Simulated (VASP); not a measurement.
# V in VASP: further runs

The runs below take V through single point, with PBE.

Everything below comes from runs of VASP 6.6.1. Logs are shortened: lines on timing, memory, paths and dates and some standing lists are left out, and cuts for length are marked.

## (1) The cell of the first run

Symmetry: Fm-3m, No. 225, cubic system. Conventional cell: a = 3.790 Å, b = 3.790 Å, c = 3.790 Å, α = 90.00°, β = 90.00°, γ = 90.00°. Within 3.5 Å of V (site symmetry m-3m) lie 12 V at 2.68 Å.

This isn't the form of V at room conditions, which is bcc.

## (2) Single point, PBE, collinear spin, ferromagnetic start

Contents of INCAR:

```
  PREC = Accurate
  ENCUT = 520
  EDIFF = 1E-6
  ISMEAR = -1
  SIGMA = 0.15
  LREAL = F
  LASPH = T
  NELM = 150
  ALGO = Normal
  ISIF = 2
  LWAVE = F
  LCHARG = T
  ISPIN = 2
  MAGMOM = 1.5
  LORBIT = 11
  LMAXMIX = 4
  GGA = PE
  LELF = T
  LVHAR = T
  NBANDS = 16
```

Contents of KPOINTS:

```
regular mesh
0
Gamma
  15 15 15
```

Contents of POSCAR:

```
V
1.0
    0.0000000000      1.8950000000      1.8950000000
    1.8950000000      0.0000000000      1.8950000000
    1.8950000000      1.8950000000      0.0000000000
V
1
Direct
    0.0000000000      0.0000000000      0.0000000000
```

Potentials or basis: VASP PAW PBE potentials, release 64 (V_sv).

The run is started by

```bash
$ cat potpaw_PBE.64/V_sv/POTCAR > POTCAR
$ mpirun -np 1 vasp_std > vasp.out
```

OUTCAR:

```text
PREC = Accurate
   ENCUT = 520
   EDIFF = 1E-6
   ISMEAR = -1
   LREAL = F
   LASPH = T
   NELM = 150
   ISIF = 2
   ISPIN = 2
   LORBIT = 11
   GGA = PE

 ion  position               nearest neighbor table
   1  0.000  0.000  0.000-

  LATTYP: Found a face centered cubic cell.
 ALAT       =     3.7900000000

  Lattice vectors:

 A1 = (   0.0000000000,   1.8950000000,   1.8950000000)
 A2 = (   1.8950000000,   0.0000000000,   1.8950000000)
 A3 = (   1.8950000000,   1.8950000000,   0.0000000000)

Analysis of symmetry for initial positions (statically):
=====================================================================
 Subroutine PRICEL returns:
 Original cell was already a primitive cell.

 Routine SETGRP: Setting up the symmetry group for a
 face centered cubic supercell.

 Subroutine GETGRP returns: Found 48 space group operations
 (whereof 48 operations were pure point group operations)
 out of a pool of 48 trial point group operations.

The static configuration has the point symmetry O_h .

Analysis of symmetry for dynamics (positions and initial velocities):
=====================================================================
 Subroutine PRICEL returns:
 Original cell was already a primitive cell.

 Routine SETGRP: Setting up the symmetry group for a
 face centered cubic supercell.

 Subroutine GETGRP returns: Found 48 space group operations
 (whereof 48 operations were pure point group operations)
 out of a pool of 48 trial point group operations.

The dynamic configuration has the point symmetry O_h .

Analysis of structural, dynamic, and magnetic symmetry:
=====================================================================
 Subroutine PRICEL returns:
 Original cell was already a primitive cell.

 Routine SETGRP: Setting up the symmetry group for a
 face centered cubic supercell.

 Subroutine GETGRP returns: Found 48 space group operations
 (whereof 48 operations were pure point group operations)
 out of a pool of 48 trial point group operations.

The overall configuration has the point symmetry O_h .

 Subroutine INISYM returns: Found 48 space group operations
 (whereof 48 operations are pure point group operations),
 and found     1 'primitive' translations

----------------------------------------------------------------------------------------

                                     Primitive cell

  volume of cell :      13.6100

  direct lattice vectors                    reciprocal lattice vectors
     0.000000000  1.895000000  1.895000000    -0.263852243  0.263852243  0.263852243
     1.895000000  0.000000000  1.895000000     0.263852243 -0.263852243  0.263852243
     1.895000000  1.895000000  0.000000000     0.263852243  0.263852243 -0.263852243

  length of vectors
     2.679934701  2.679934701  2.679934701     0.457005490  0.457005490  0.457005490

  position of ions in fractional coordinates (direct lattice)
     0.000000000  0.000000000  0.000000000

  ion indices of the primitive-cell ions
   primitive index   ion index
                 1           1

----------------------------------------------------------------------------------------

 KPOINTS: regular mesh

Automatic generation of k-mesh.
 Grid dimensions read from file:
 generate k-points for:   15   15   15

 Generating k-lattice:

  Cartesian coordinates                     Fractional coordinates (reciprocal lattice)
    -0.017590150  0.017590150  0.017590150     0.066666667  0.000000000  0.000000000
     0.017590150 -0.017590150  0.017590150     0.000000000  0.066666667  0.000000000
     0.017590150  0.017590150 -0.017590150     0.000000000  0.000000000  0.066666667

  Length of vectors
     0.030467033  0.030467033  0.030467033

  Shift w.r.t. Gamma in fractional coordinates (k-lattice)
     0.000000000  0.000000000  0.000000000

 Subroutine IBZKPT returns following result:
 ===========================================

 Found    120 irreducible k-points:

 Following reciprocal coordinates:
            Coordinates               Weight
  0.000000  0.000000  0.000000      1.000000
  0.066667  0.000000  0.000000      8.000000
  0.133333  0.000000  0.000000      8.000000
  0.200000  0.000000  0.000000      8.000000
  0.266667  0.000000  0.000000      8.000000
  0.333333  0.000000  0.000000      8.000000
[... 16 lines left out ...]
  0.133333  0.133333  0.000000      6.000000
  0.200000  0.133333  0.000000     24.000000
 [... further k-points ...]
   k-points           NKPTS =    120   k-points in BZ     NKDIM =    120   number of bands    NBANDS=     16
   number of dos      NEDOS =    301   number of ions     NIONS =      1
   total plane-waves  NPLWV =   8000
   dimension x,y,z NGX =    20 NGY =   20 NGZ =   20
   dimension x,y,z NGXF=    40 NGYF=   40 NGZF=   40
   ions per type =               1
   NGX,Y,Z   is equivalent  to a cutoff of  12.41, 12.41, 12.41 a.u.
   NGXF,Y,Z  is equivalent  to a cutoff of  24.81, 24.81, 24.81 a.u.
 SYSTEM =  unknown system
   PREC   = accura    normal or accurate (medium, high low for compatibility)
   ISTART =      0    job   : 0-new  1-cont  2-samecut
   ICHARG =      2    charge: 1-file 2-atom 10-const
   ISPIN  =      2    spin polarized calculation?
   LNONCOLLINEAR =      F non collinear calculations
   LSORBIT =      F    spin-orbit coupling
   LASPH  =      T    aspherical Exc in radial PAW
   ENCUT  =  520.0 eV  38.22 Ry    6.18 a.u.   4.98  4.98  4.98*2*pi/ulx,y,z
   NELM   =    150;   NELMIN=  2; NELMDL= -5     # of ELM steps
   EDIFF  = 0.1E-05   stopping-criterion for ELM
   LREAL  =      F    real-space projection
   EDIFFG = 0.1E-04   stopping-criterion for IOM
   NSW    =      0    number of steps for IOM
   IBRION =     -1    ionic relax: 0-MD 1-quasi-New 2-CG
   NFREE  =      0    steps in history (QN), initial steepest desc. (CG)
   ISIF   =      2    stress and relaxation
   ISYM   =      2    0-nonsym 1-usesym 2-fastsym
   POTIM  = 0.5000    time-step for ionic-motion
   TEBEG  =    0.0;   TEEND  =   0.0 temperature during run
   PSTRESS=    0.0 pullay stress
   NELECT =      13.0000    total number of electrons
   NUPDOWN=      -1.0000    fix difference up-down
   EMIN   =  10.00;   EMAX   =-10.00  energy-range for DOS
   EFERMI =   0.00;   METHOD = LEGACY
   ISMEAR =    -1;   SIGMA  =   0.15  broadening in eV -4-tet -1-fermi 0-gaus
   EFERMI_NEDOS =   21; number of points for ismear=-14 and -15
   IALGO  =     38    algorithm
   IMIX   =      4    mixing-type and parameters
     AMIX     =   0.40;   BMIX     =  1.00
     AMIX_MAG =   1.60;   BMIX_MAG =  1.00
  volume/ion in A,a.u.               =      13.61        91.84
  Fermi-wavevector in a.u.,A,eV,Ry     =   1.612266  3.046741 35.367013  2.599402
  Thomas-Fermi vector in A             =   2.707524
   LORBIT       =     11    0 simple, 1 ext, 2 COOP (PROOUT), +10 PAW based schemes
   GGA     = PE    functional components
   LHFCALC =     F    Hartree Fock is set to
   AEXX    =    0.0000 exact exchange contribution
   IVDW    =     0    specifies the selected vdW correction
   LEPSILON=     F    determine dielectric tensor
   LRPA    =     F    only Hartree local field effects (RPA)
 spin polarized calculation
  energy-cutoff  :      520.00
  volume of cell :       13.61
 maximum number of plane-waves:       378
   NGX =  9   NGY =  9   NGZ =  9

 number of electron      13.0000007 magnetization      -0.0044300

 number of electron      13.0000007 magnetization       0.0010352

 Free energy of the ion-electron system (eV)
  ---------------------------------------------------
  ext. energy  EPLUGINS =         0.00000000
  ---------------------------------------------------
  free energy    TOTEN  =        -8.80966009 eV

  energy without entropy =       -8.68138572  energy(sigma->0) =       -8.74552291

 E-fermi :   9.9099     XC(G=0): -12.8490

 val. band max:        9.9072508716   @ k =  -0.3333   0.4000   0.0667
 cond. band min:       9.9159640813   @ k =   0.4000   0.1333   0.0667
 fundamental gap:      0.0087132097
 Fermi energy:         9.9098501829

 spin component 1

 k-point     1 :       0.0000    0.0000    0.0000
  band No.  band energies     occupation
      1     -54.1358      1.00000
      2     -27.4618      1.00000
      3     -27.4618      1.00000
      4     -27.4618      1.00000
      5       3.0177      1.00000
      6      10.0756      0.24882
[... 8 lines left out ...]
     15      37.4121      0.00000
     16      38.4944      0.00000

 k-point     2 :       0.0667    0.0000    0.0000
  band No.  band energies     occupation
      1     -54.1282      1.00000
      2     -27.5008      1.00000
      3     -27.4666      1.00000
      4     -27.4666      1.00000
      5       3.1860      1.00000
      6       9.9843      0.37833
[... 8 lines left out ...]
     15      37.7426      0.00000
     16      38.4486      0.00000
[... 387 lines left out ...]
      5       3.8823      1.00000
      6       9.5033      0.93763
[... 8 lines left out ...]
     15      38.7847      0.00000
     16      38.7847      0.00000

 k-point    24 :       0.2000    0.1333    0.0000
  band No.  band energies     occupation
      1     -54.0737      1.00000
      2     -27.7095      1.00000
      3     -27.5384      1.00000
      4     -27.5314      1.00000
      5       4.4251      1.00000
      6       9.2298      0.98937
[... 8 lines left out ...]
     15      38.4086      0.00000
     16      39.0716      0.00000

 [... further k-points ...]

 spin component 2

 k-point     1 :       0.0000    0.0000    0.0000
  band No.  band energies     occupation
      1     -54.1348      1.00000
      2     -27.4609      1.00000
      3     -27.4609      1.00000
      4     -27.4609      1.00000
      5       3.0182      1.00000
      6      10.0764      0.24777
[... 8 lines left out ...]
     15      37.4125      0.00000
     16      38.4950      0.00000

 k-point     2 :       0.0667    0.0000    0.0000
  band No.  band energies     occupation
      1     -54.1273      1.00000
      2     -27.4999      1.00000
      3     -27.4658      1.00000
      4     -27.4658      1.00000
      5       3.1865      1.00000
      6       9.9852      0.37700
[... 8 lines left out ...]
     15      37.7431      0.00000
     16      38.4492      0.00000
[... 387 lines left out ...]
      5       3.8828      1.00000
      6       9.5041      0.93730
[... 8 lines left out ...]
     15      38.7852      0.00000
     16      38.7852      0.00000

 k-point    24 :       0.2000    0.1333    0.0000
  band No.  band energies     occupation
      1     -54.0727      1.00000
      2     -27.7086      1.00000
      3     -27.5375      1.00000
      4     -27.5305      1.00000
      5       4.4256      1.00000
      6       9.2306      0.98932
[... 8 lines left out ...]
     15      38.4091      0.00000
     16      39.0721      0.00000

 [... further k-points ...]

------------------------ aborting loop because EDIFF is reached ----------------------------------------

  FORCE on cell =-STRESS in cart. coord.  units (eV):
  Direction    XX          YY          ZZ          XY          YZ          ZX
  --------------------------------------------------------------------------------------
  -------------------------------------------------------------------------------------
  Total        0.4025486      0.4025486      0.4025486     -0.0000000      0.0000000     -0.0000000
  in kB       47.3883150     47.3883150     47.3883150     -0.0000000      0.0000000     -0.0000000
  external PRESSURE =      47.3883150 kB  Pullay stress =       0.0000000 kB

 VOLUME and BASIS-vectors are now :
 -----------------------------------------------------------------------------
  energy-cutoff  :      520.00
  volume of cell :       13.61
      direct lattice vectors                 reciprocal lattice vectors
     0.000000000  1.895000000  1.895000000    -0.263852243  0.263852243  0.263852243
     1.895000000  0.000000000  1.895000000     0.263852243 -0.263852243  0.263852243
     1.895000000  1.895000000  0.000000000     0.263852243  0.263852243 -0.263852243

 POSITION                                       TOTAL-FORCE (eV/Angst)
 -----------------------------------------------------------------------------------
      0.00000      0.00000      0.00000         0.000000      0.000000     -0.000000
 -----------------------------------------------------------------------------------
    total drift:                               -0.000000     -0.000000     -0.000000

  FREE ENERGIE OF THE ION-ELECTRON SYSTEM (eV)
  ---------------------------------------------------
  free  energy   TOTEN  =        -8.8096600895 eV

  energy  without entropy=       -8.6813857246  energy(sigma->0) =       -8.74552291

 total charge

# of ion       s       p       d       tot
------------------------------------------
    1        2.347   6.230   3.051  11.628

 magnetization (x)

# of ion       s       p       d       tot
------------------------------------------
    1        0.000   0.000   0.001   0.001
```

Run time: 22 s. Hardware: 1 thread of AMD EPYC 9R45 (Zen 5), shared host; peak memory 0.13 GiB.

What came out:

* Free energy: -8.8097 eV
* Pressure: 4.7 GPa
* Net moment: 0.00 μB per cell
* Valence electrons inside the program's atomic spheres: V 11.63

Caveat: the cell stands under pressure.

(Part 1 of 3 ends here.)
